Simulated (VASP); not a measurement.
# Si6C5 in VASP: notebook

Si6C5 is run at these levels: PBE; tasks: single point.

Program: VASP 6.6.1. These are calculated values, not measurements. Logs are shortened: lines on timing, memory, paths and dates and some standing lists are left out, and cuts for length are marked.

## Step 1: The cell of the first run

The cell holds a slab with vacuum, 11 atoms: a = 3.097 Å, b = 3.097 Å, c = 25.949 Å, α = 90.00°, β = 90.00°, γ = 90.00°.

## Step 2: Single point, PBE

File INCAR:

```
  ALGO = Normal
  DIPOL = 0.5 0.5 0.500
  EDIFF = 1E-7
  ENCUT = 520
  GGA = PE
  IDIPOL = 3
  ISIF = 2
  ISMEAR = 0
  LASPH = True
  LCHARG = False
  LDIPOL = True
  LREAL = False
  LWAVE = False
  NBANDS = 33
  NELM = 100
  PREC = Accurate
  SIGMA = 0.05
```

File KPOINTS:

```
k-points
0
Gamma
  9 9 1
```

File POSCAR:

```
Si6C5
1.0
    3.0969355084      0.0000000000      0.0000000000
    0.0000000000      3.0969355084      0.0000000000
    0.0000000000      0.0000000000     25.9493204946
Si C
6 5
Direct
    0.5000000000      0.5000000000      0.2890249092
    0.0000000000      0.0000000000      0.3734149455
    0.5000000000      0.5000000000      0.4578049818
    0.0000000000      0.0000000000      0.5421950182
    0.5000000000      0.5000000000      0.6265850545
    0.0000000000      0.0000000000      0.7109750908
    0.5000000000      0.0000000000      0.3312199274
    0.0000000000      0.5000000000      0.4156099637
    0.5000000000      0.0000000000      0.5000000000
    0.0000000000      0.5000000000      0.5843900363
    0.5000000000      0.0000000000      0.6687800726
```

Potentials or basis: VASP PAW PBE potentials, release 64 (Si, C).

On the command line:

```
cat potpaw_PBE.64/Si/POTCAR potpaw_PBE.64/C/POTCAR > POTCAR
mpirun -np 1 vasp_std > vasp.out
```

OUTCAR:

```text
EDIFF = 1E-7
   ENCUT = 520
   GGA = PE
   ISIF = 2
   ISMEAR = 0
   LASPH = True
   LREAL = False
   NELM = 100
   PREC = Accurate

 ion  position               nearest neighbor table
   1  0.500  0.500  0.289-   7 1.90   7 1.90   2 3.10   2 3.10   2 3.10   2 3.10
   2  0.000  0.000  0.373-   7 1.90   7 1.90   8 1.90   8 1.90   1 3.10   3 3.10   1 3.10   1 3.10
                             3 3.10   3 3.10   1 3.10   3 3.10
   3  0.500  0.500  0.458-   8 1.90   8 1.90   9 1.90   9 1.90   2 3.10   2 3.10   2 3.10   2 3.10
                             4 3.10   4 3.10   4 3.10   4 3.10
   4  0.000  0.000  0.542-  10 1.90  10 1.90   9 1.90   9 1.90   5 3.10   5 3.10   5 3.10   5 3.10
                             3 3.10   3 3.10   3 3.10   3 3.10
   5  0.500  0.500  0.627-  11 1.90  11 1.90  10 1.90  10 1.90   4 3.10   6 3.10   4 3.10   4 3.10
                             6 3.10   6 3.10   4 3.10   6 3.10
   6  0.000  0.000  0.711-  11 1.90  11 1.90   5 3.10   5 3.10   5 3.10   5 3.10
   7  0.500  0.000  0.331-   2 1.90   2 1.90   1 1.90   1 1.90
   8  0.000  0.500  0.416-   3 1.90   3 1.90   2 1.90   2 1.90
   9  0.500  0.000  0.500-   3 1.90   4 1.90   3 1.90   4 1.90
  10  0.000  0.500  0.584-   4 1.90   4 1.90   5 1.90   5 1.90
  11  0.500  0.000  0.669-   5 1.90   5 1.90   6 1.90   6 1.90

  LATTYP: Found a simple tetragonal cell.
 ALAT       =     3.0969355084
 C/A-ratio  =     8.3790316021

  Lattice vectors:

 A1 = (   3.0969355084,   0.0000000000,   0.0000000000)
 A2 = (   0.0000000000,   3.0969355084,   0.0000000000)
 A3 = (   0.0000000000,   0.0000000000,  25.9493204946)

Analysis of symmetry for initial positions (statically):
=====================================================================
 Subroutine PRICEL returns:
 Original cell was already a primitive cell.

 Routine SETGRP: Setting up the symmetry group for a
 simple tetragonal supercell.

 Subroutine GETGRP returns: Found  8 space group operations
 (whereof  4 operations were pure point group operations)
 out of a pool of 16 trial point group operations.

The static configuration has the point symmetry C_2v.
 The point group associated with its full space group is D_2d.

Analysis of symmetry for dynamics (positions and initial velocities):
=====================================================================
 Subroutine PRICEL returns:
 Original cell was already a primitive cell.

 Routine SETGRP: Setting up the symmetry group for a
 simple tetragonal supercell.

 Subroutine GETGRP returns: Found  8 space group operations
 (whereof  4 operations were pure point group operations)
 out of a pool of 16 trial point group operations.

The dynamic configuration has the point symmetry C_2v.
 The point group associated with its full space group is D_2d.

 Subroutine INISYM returns: Found  8 space group operations
 (whereof  4 operations are pure point group operations),
 and found     1 'primitive' translations

----------------------------------------------------------------------------------------

                                     Primitive cell

  volume of cell :     248.8802

  direct lattice vectors                    reciprocal lattice vectors
     3.096935508  0.000000000  0.000000000     0.322899846  0.000000000  0.000000000
     0.000000000  3.096935508  0.000000000     0.000000000  0.322899846  0.000000000
     0.000000000  0.000000000 25.949320495     0.000000000  0.000000000  0.038536655

  length of vectors
     3.096935508  3.096935508 25.949320495     0.322899846  0.322899846  0.038536655

  position of ions in fractional coordinates (direct lattice)
     0.500000000  0.500000000  0.289024909
     0.000000000  0.000000000  0.373414946
     0.500000000  0.500000000  0.457804982
     0.000000000  0.000000000  0.542195018
     0.500000000  0.500000000  0.626585054
     0.000000000  0.000000000  0.710975091
     0.500000000  0.000000000  0.331219927
     0.000000000  0.500000000  0.415609964
     0.500000000  0.000000000  0.500000000
     0.000000000  0.500000000  0.584390036
     0.500000000  0.000000000  0.668780073

  ion indices of the primitive-cell ions
   primitive index   ion index
                 1           1
                 2           2
                 3           3
                 4           4
                 5           5
                 6           6
                 7           7
                 8           8
                 9           9
                10          10
                11          11

----------------------------------------------------------------------------------------

 KPOINTS: k-points

Automatic generation of k-mesh.
 Grid dimensions read from file:
 generate k-points for:    9    9    1

 Generating k-lattice:

  Cartesian coordinates                     Fractional coordinates (reciprocal lattice)
     0.035877761  0.000000000  0.000000000     0.111111111  0.000000000  0.000000000
     0.000000000  0.035877761  0.000000000     0.000000000  0.111111111  0.000000000
     0.000000000  0.000000000  0.038536655     0.000000000  0.000000000  1.000000000

  Length of vectors
     0.035877761  0.035877761  0.038536655

  Shift w.r.t. Gamma in fractional coordinates (k-lattice)
     0.000000000  0.000000000  0.000000000

 Subroutine IBZKPT returns following result:
 ===========================================

 Found     15 irreducible k-points:

 Following reciprocal coordinates:
            Coordinates               Weight
  0.000000  0.000000  0.000000      1.000000
  0.111111  0.000000  0.000000      4.000000
  0.222222  0.000000  0.000000      4.000000
  0.333333  0.000000  0.000000      4.000000
  0.444444  0.000000  0.000000      4.000000
  0.111111  0.111111  0.000000      4.000000
  0.222222  0.111111  0.000000      8.000000
  0.333333  0.111111  0.000000      8.000000
  0.444444  0.111111  0.000000      8.000000
  0.222222  0.222222  0.000000      4.000000
  0.333333  0.222222  0.000000      8.000000
  0.444444  0.222222  0.000000      8.000000
  0.333333  0.333333  0.000000      4.000000
  0.444444  0.333333  0.000000      8.000000
  0.444444  0.444444  0.000000      4.000000
   k-points           NKPTS =     15   k-points in BZ     NKDIM =     15   number of bands    NBANDS=     33
   number of dos      NEDOS =    301   number of ions     NIONS =     11
   total plane-waves  NPLWV = 112896
   dimension x,y,z NGX =    24 NGY =   24 NGZ =  196
   dimension x,y,z NGXF=    48 NGYF=   48 NGZF=  392
   ions per type =               6   5
   NGX,Y,Z   is equivalent  to a cutoff of  12.88, 12.88, 12.56 a.u.
   NGXF,Y,Z  is equivalent  to a cutoff of  25.77, 25.77, 25.11 a.u.
 SYSTEM =  unknown system
   PREC   = accura    normal or accurate (medium, high low for compatibility)
   ISTART =      0    job   : 0-new  1-cont  2-samecut
   ICHARG =      2    charge: 1-file 2-atom 10-const
   ISPIN  =      1    spin polarized calculation?
   LNONCOLLINEAR =      F non collinear calculations
   LSORBIT =      F    spin-orbit coupling
   LASPH  =      T    aspherical Exc in radial PAW
   ENCUT  =  520.0 eV  38.22 Ry    6.18 a.u.   5.76  5.76 48.25*2*pi/ulx,y,z
   NELM   =    100;   NELMIN=  2; NELMDL= -5     # of ELM steps
   EDIFF  = 0.1E-06   stopping-criterion for ELM
   LREAL  =      F    real-space projection
   EDIFFG = 0.1E-05   stopping-criterion for IOM
   NSW    =      0    number of steps for IOM
   IBRION =     -1    ionic relax: 0-MD 1-quasi-New 2-CG
   NFREE  =      0    steps in history (QN), initial steepest desc. (CG)
   ISIF   =      2    stress and relaxation
   ISYM   =      2    0-nonsym 1-usesym 2-fastsym
   POTIM  = 0.5000    time-step for ionic-motion
   TEBEG  =    0.0;   TEEND  =   0.0 temperature during run
   PSTRESS=    0.0 pullay stress
   NELECT =      44.0000    total number of electrons
   NUPDOWN=      -1.0000    fix difference up-down
   EMIN   =  10.00;   EMAX   =-10.00  energy-range for DOS
   EFERMI =   0.00;   METHOD = LEGACY
   ISMEAR =     0;   SIGMA  =   0.05  broadening in eV -4-tet -1-fermi 0-gaus
   EFERMI_NEDOS =   21; number of points for ismear=-14 and -15
   IALGO  =     38    algorithm
   IMIX   =      4    mixing-type and parameters
     AMIX     =   0.40;   BMIX     =  1.00
     AMIX_MAG =   1.60;   BMIX_MAG =  1.00
  volume/ion in A,a.u.               =      22.63       152.68
  Fermi-wavevector in a.u.,A,eV,Ry     =   0.918817  1.736312 11.486370  0.844224
  Thomas-Fermi vector in A             =   2.043941
   LORBIT       =      0    0 simple, 1 ext, 2 COOP (PROOUT), +10 PAW based schemes
   GGA     = PE    functional components
   LHFCALC =     F    Hartree Fock is set to
   AEXX    =    0.0000 exact exchange contribution
   IVDW    =     0    specifies the selected vdW correction
   LEPSILON=     F    determine dielectric tensor
   LRPA    =     F    only Hartree local field effects (RPA)
 non-spin polarized calculation
 Gauss-broadening in eV      SIGMA  =   0.05
  energy-cutoff  :      520.00
  volume of cell :      248.88
 maximum number of plane-waves:      6742
 NGX is ok and might be reduce to    24
   NGX = 11   NGY = 11   NGZ = 97

 dipolmoment           0.000000      0.000000      0.000000 electrons x Angstroem

 number of electron      43.9999995 magnetization

 dipolmoment           0.000000      0.000000     -0.000000 electrons x Angstroem

 Free energy of the ion-electron system (eV)
  ---------------------------------------------------
  ext. energy  EPLUGINS =         0.00000000
  ---------------------------------------------------
  free energy    TOTEN  =       -77.51436363 eV

  energy without entropy =      -77.51436292  energy(sigma->0) =      -77.51436328

 E-fermi :   1.2328     XC(G=0):  -6.2381

 val. band max:        1.0888173074   @ k =   0.4444   0.0000   0.0000
 cond. band min:       1.3766209270   @ k =   0.4444   0.4444   0.0000
 fundamental gap:      0.2878036196
 Fermi energy:         1.2327844434

 k-point     1 :       0.0000    0.0000    0.0000
  band No.  band energies     occupation
      1     -14.4612      2.00000
      2     -13.9150      2.00000
      3     -13.0348      2.00000
      4     -11.8583      2.00000
      5     -10.5300      2.00000
      6      -7.0326      2.00000
[... 25 lines left out ...]
     32       7.0282      0.00000
     33       7.1916      0.00000

 k-point     2 :       0.1111    0.0000    0.0000
  band No.  band energies     occupation
      1     -14.3036      2.00000
      2     -13.7619      2.00000
      3     -12.8907      2.00000
      4     -11.7319      2.00000
      5     -10.4403      2.00000
      6      -6.9097      2.00000
[... 25 lines left out ...]
     32       7.0233      0.00000
     33       7.2306      0.00000
[... 430 lines left out ...]
     32       7.0203      0.00000
     33       7.3401      0.00000

 k-point    15 :       0.4444    0.4444    0.0000
  band No.  band energies     occupation
      1     -10.0706      2.00000
      2      -9.8702      2.00000
      3      -9.6820      2.00000
      4      -9.6404      2.00000
      5      -9.6063      2.00000
      6      -6.9055      2.00000
[... 25 lines left out ...]
     32       7.0178      0.00000
     33       7.1356      0.00000

------------------------ aborting loop because EDIFF is reached ----------------------------------------

 vacuum level on the upper side and lower side of the slab       (xc-potential included)        -0.110        -0.110

  FORCE on cell =-STRESS in cart. coord.  units (eV):
  Direction    XX          YY          ZZ          XY          YZ          ZX
  --------------------------------------------------------------------------------------
  -------------------------------------------------------------------------------------
  Total       -3.7858146     -3.7858146      0.4236929      0.0000000      0.0000000      0.0000000
  in kB      -24.3713516    -24.3713516      2.7275418      0.0000000      0.0000000      0.0000000
  external PRESSURE =     -15.3383872 kB  Pullay stress =       0.0000000 kB

 VOLUME and BASIS-vectors are now :
 -----------------------------------------------------------------------------
  energy-cutoff  :      520.00
  volume of cell :      248.88
      direct lattice vectors                 reciprocal lattice vectors
     3.096935508  0.000000000  0.000000000     0.322899846  0.000000000  0.000000000
     0.000000000  3.096935508  0.000000000     0.000000000  0.322899846  0.000000000
     0.000000000  0.000000000 25.949320495     0.000000000  0.000000000  0.038536655

 POSITION                                       TOTAL-FORCE (eV/Angst)
 -----------------------------------------------------------------------------------
      1.54847      1.54847      7.50000         0.000000      0.000000     -0.322084
      0.00000      0.00000      9.68986         0.000000      0.000000     -0.022050
      1.54847      1.54847     11.87973         0.000000      0.000000     -0.025868
      0.00000      0.00000     14.06959         0.000000      0.000000      0.025868
      1.54847      1.54847     16.25946         0.000000      0.000000      0.022050
      0.00000      0.00000     18.44932         0.000000      0.000000      0.322084
      1.54847      0.00000      8.59493         0.000000      0.000000      0.380726
      0.00000      1.54847     10.78480         0.000000      0.000000     -0.015076
      1.54847      0.00000     12.97466         0.000000      0.000000      0.000000
      0.00000      1.54847     15.16452         0.000000      0.000000      0.015076
      1.54847      0.00000     17.35439         0.000000      0.000000     -0.380726
 -----------------------------------------------------------------------------------
    total drift:                                0.000000      0.000000     -0.000000

  FREE ENERGIE OF THE ION-ELECTRON SYSTEM (eV)
  ---------------------------------------------------
  free  energy   TOTEN  =       -77.5143636312 eV

  energy  without entropy=      -77.5143629201  energy(sigma->0) =      -77.51436328

 vacuum level on the upper side and lower side of the slab         6.868         6.868
```

It took 5.7 min on 1 thread of Intel Xeon 8259CL, shared host; peak memory 0.36 GiB.

What came out:

```
Free energy            : -77.5144 eV
Largest force          : 0.381 eV/Å
Band gap on the k mesh : 0.29 eV (least direct gap 0.80 eV)
```

Forces in eV/Å, atoms in the order of the input:
```
Si   0.000  0.000 -0.322
Si   0.000  0.000 -0.022
Si   0.000  0.000 -0.026
Si   0.000  0.000  0.026
Si   0.000  0.000  0.022
Si   0.000  0.000  0.322
C    0.000  0.000  0.381
C    0.000  0.000 -0.015
C    0.000  0.000  0.000
C    0.000  0.000  0.015
C    0.000  0.000 -0.381
```

Caveat: semilocal functionals underestimate gaps, and a narrow one can read as zero.

## Step 3: Single point, PBE

File INCAR:

```
ALGO     = Normal         # electronic algorithm
DIPOL    = 0.5 0.5 0.500
EDIFF    = 1E-6           # SCF threshold, eV
ENCUT    = 520            # plane-wave cutoff, eV
GGA      = PE             # functional
IDIPOL   = 3            
ISIF     = 2              # what is computed and relaxed
ISMEAR   = 0              # smearing method
LASPH    = True           # aspherical terms in the spheres
LCHARG   = False          # write CHGCAR
LDIPOL   = True         
LREAL    = False          # projectors in reciprocal space
LWAVE    = False          # write WAVECAR
NBANDS   = 33             # bands
NELM     = 100            # most SCF steps
PREC     = Accurate       # precision mode
SIGMA    = 0.05           # smearing width, eV
```

KPOINTS is that of step 2.

File POSCAR:

```
Si6C5
1.0
    3.0969355084      0.0000000000      0.0000000000
    0.0000000000      3.0969355084      0.0000000000
    0.0000000000      0.0000000000     25.9493204946
Si C
6 5
Direct
    0.5000000000      0.5000000000      0.2885429603
    0.0000000000      0.0000000000      0.3735140635
    0.5000000000      0.5000000000      0.4577964436
    0.0000000000      0.0000000000      0.5422039963
    0.5000000000      0.5000000000      0.6264860915
    0.0000000000      0.0000000000      0.7114569740
    0.5000000000      0.0000000000      0.3316266482
    0.0000000000      0.5000000000      0.4156355448
    0.5000000000      0.0000000000      0.5000000500
    0.0000000000      0.5000000000      0.5843643288
    0.5000000000      0.0000000000      0.6683728991
```

Potentials or basis: VASP PAW PBE potentials, release 64 (Si, C).

On the command line:

```
cat potpaw_PBE.64/Si/POTCAR potpaw_PBE.64/C/POTCAR > POTCAR
mpirun -np 1 vasp_std > vasp.out
```

Run time: 5.6 min. Hardware: 1 thread of Intel Xeon 8259CL, shared host; peak memory 0.36 GiB.

The run converged. Its results:

```
Free energy            : -77.5223 eV
Largest force          : 0.003 eV/Å
Band gap on the k mesh : 0.30 eV (least direct gap 0.79 eV)
```

Forces in eV/Å, atoms in the order of the input:
```
Si   0.000  0.000  0.003
Si   0.000  0.000 -0.002
Si   0.000  0.000 -0.002
Si   0.000  0.000  0.002
Si   0.000  0.000  0.002
Si   0.000  0.000 -0.003
C    0.000  0.000 -0.003
C    0.000  0.000  0.003
C    0.000  0.000  0.000
C    0.000  0.000 -0.003
C    0.000  0.000  0.003
```

Levels at points of the mesh, in eV from the valence-band top:
| k point | band 19 | band 20 | band 21 | band 22 | band 23 | band 24 | band 25 | band 26 |
| --- | --- | --- | --- | --- | --- | --- | --- | --- |
| (0.00, 0.00, 0.00) | -0.68 | -0.68 | -0.54 | -0.17 | 1.37 | 2.23 | 3.17 | 4.06 |

Caveat: semilocal functionals underestimate gaps, and a narrow one can read as zero.
